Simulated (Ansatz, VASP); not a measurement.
**Two plane-wave programs on Ir**

```
Ir
1.0
     0.00000    1.91508    1.91508
     1.91508    0.00000    1.91508
     1.91508    1.91508    0.00000
Ir
1
Direct
  0.00000 0.00000 0.00000
```

Alike in both runs: task single point; functional PBEsol; k mesh 18 × 18 × 18; occupations gaussian, width 0.05 eV; no spin polarisation.

|  | VASP | Ansatz |
| --- | --- | --- |
| version | VASP 6.6.1 | Ansatz 0.2.0 |
| potentials or method | VASP PAW PBE potentials, release 64 (Ir_sv_GW), cutoff 500 eV | scalar-relativistic, plane waves, PAW |
| valence electrons in the cell | 17 | 17 |

```csv
,VASP,Ansatz,Ansatz less VASP
pressure (GPa),-3.3,0.0,+3.28
```

VASP's potentials were made for PBE, not for PBEsol. The functional is the same, so the differences come from potentials, cutoffs and numerics.

Spin-orbit coupling is off throughout.
